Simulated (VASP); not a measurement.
Input of a VASP 6.6.1 run:

File POSCAR:

```
SrO
1.0
    0.0000000000      2.6054378709      2.6054378709
    2.6054378709      0.0000000000      2.6054378709
    2.6054378709      2.6054378709      0.0000000000
Sr O
1 1
Direct
    0.5000000000      0.5000000000      0.5000000000
    0.0000000000      0.0000000000      0.0000000000
```

File INCAR.step1:

```
SYSTEM = SrO
PREC     = Accurate       ! precision mode
ENCUT    = 520            ! plane-wave cutoff, eV
ISMEAR   = 0              ! smearing method
SIGMA    = 0.01           ! smearing width, eV
LREAL    = .FALSE.        ! projectors in reciprocal space
LASPH    = .TRUE.         ! aspherical terms in the spheres
NELM     = 80             ! most SCF steps
NBANDS   = 15             ! bands
GGA      = PE             ! functional
ALGO     = Normal         ! electronic algorithm
EDIFF    = 1E-4           ! SCF threshold, eV
LWAVE    = .TRUE.         ! write WAVECAR
LCHARG   = .FALSE.        ! write CHGCAR
```

File INCAR.step2:

```
SYSTEM = SrO
PREC     = Accurate       ! precision mode
ENCUT    = 520            ! plane-wave cutoff, eV
EDIFF    = 1E-6           ! SCF threshold, eV
ISMEAR   = 0              ! smearing method
SIGMA    = 0.01           ! smearing width, eV
LREAL    = .FALSE.        ! projectors in reciprocal space
LASPH    = .TRUE.         ! aspherical terms in the spheres
NELM     = 80             ! most SCF steps
ALGO     = Normal         ! electronic algorithm
ISIF     = 2              ! what is computed and relaxed
LWAVE    = .FALSE.        ! write WAVECAR
LCHARG   = .FALSE.        ! write CHGCAR
METAGGA  = R2SCAN         ! meta-GGA
LMIXTAU  = .TRUE.       
NBANDS   = 15             ! bands
ISTART   = 1
```

Contents of KPOINTS:

```
regular mesh
0
G
  8 8 8
  0 0 0
```

Potentials or basis: VASP PAW PBE potentials, release 64 (Sr_sv, O).

The run is started by

```console
$ cat potpaw_PBE.64/Sr_sv/POTCAR potpaw_PBE.64/O/POTCAR > POTCAR
$ cp INCAR.step1 INCAR
$ mpirun -np 1 vasp_std > vasp.out
$ cp INCAR.step2 INCAR
$ mpirun -np 1 vasp_std > vasp.out
```

Q: Predict the band gap on the k mesh.

A: 3.76 eV, indirect (least direct gap 3.87 eV).

Q: Predict the pressure.

A: -2.1 GPa.

Caveat: the PAW data sets were made with another functional, which shifts forces and pressure a little. A k mesh can miss the band edges.
